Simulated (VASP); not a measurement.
Input of a VASP 6.6.1 run:

File INCAR:

```
  PREC = Accurate
  ENCUT = 520
  EDIFF = 1E-6
  ISMEAR = 0
  SIGMA = 0.01
  LREAL = F
  LASPH = T
  NELM = 80
  ALGO = Normal
  ISIF = 2
  LWAVE = F
  LCHARG = F
  GGA = PS
  NBANDS = 28
```

KPOINTS

```
regular mesh
0
Gamma
  6 6 3
```

POSCAR

```
PbS
1.0
    4.1165700000      0.0000000000      0.0000000000
   -2.0609705364      3.5635023521      0.0000000000
    0.0000000000      0.0000000000      7.5599450000
Pb S
2 2
Direct
    0.0010320000      0.9989680000      0.4867320000
    0.9989680000      0.0010320000      0.9867320000
    0.6671450000      0.3328550000      0.6924680000
    0.3328550000      0.6671450000      0.1924680000
```

Potentials or basis: VASP PAW PBE potentials, release 64 (Pb_d, S).

Launch:

```console
$ cat potpaw_PBE.64/Pb_d/POTCAR potpaw_PBE.64/S/POTCAR > POTCAR
$ mpirun -np 1 vasp_std > vasp.out
```

Q: Estimate the largest force.

A: 0.007 eV/Å.

Q: What does it give for the pressure?

A: -1.8 GPa.

Forces in eV/Å, atoms in the order of the input:
```
Pb  -0.005  0.003  0.005
Pb   0.005 -0.003  0.005
S    0.003 -0.002 -0.005
S   -0.003  0.002 -0.005
```

Caveat: the PAW data sets were made with another functional, which shifts forces and pressure a little.
